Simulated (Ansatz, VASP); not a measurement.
One calculation of ZrBRu, two programs

```xyz
9
Lattice="3.0802 5.3351 0.0000 -3.0802 5.3351 0.0000 0.0000 0.0000 3.3842" Properties=species:S:1:pos:R:3 pbc="T T T"
Ru   -1.5524    5.3351    0.0000
Ru    2.3163    4.0120    0.0000
Ru   -0.7639    1.3231    0.0000
Zr    0.4928    5.3351    1.6921
Zr    1.2937    2.2408    1.6921
Zr   -1.7865    3.0944    1.6921
B     0.0000    0.0000    1.6921
B    -0.0003    3.5569    0.0000
B     0.0003    7.1133    0.0000
```

Alike in both runs: task single point; functional PBEsol; k mesh 4 × 4 × 5; occupations gaussian, width 0.025 eV; no spin polarisation.

|  | VASP | Ansatz |
| --- | --- | --- |
| version | VASP 6.6.1 | Ansatz 0.2.0 |
| potentials or method | VASP PAW PBE potentials, release 64 (Ru_pv, Zr_sv, B), cutoff 520 eV | PAW plane waves |
| valence electrons in the cell | 87 | 93 |

|  | VASP | Ansatz | Ansatz less VASP |
| --- | --- | --- | --- |
| gap on the k mesh at the Fermi level (eV) | none | none | - |
| pressure (GPa) | 15.3 | 15.1 | -0.23 |
| traceless stress, the component that is largest in VASP (GPa) | -15.54 | -15.55 | -0.007 |
| rms of the force components (eV/Å) | 0.285 | 0.282 | -0.0022 |

VASP's potentials were made for PBE, not for PBEsol. Atom by atom the forces differ by 0.003 eV/Å (rms over components). A gap of «none» marks a metal or a gap that the smearing closes. With one functional, cell and mesh, what is left measures potentials, basis and numerics. VASP's potentials hold 87 valence electrons a cell and Ansatz's 93, so a difference there can come from the potentials and not from the codes. Ansatz's warnings: structure snapped to symmetry.

The k mesh is coarse, so the values compare programs but aren't converged.
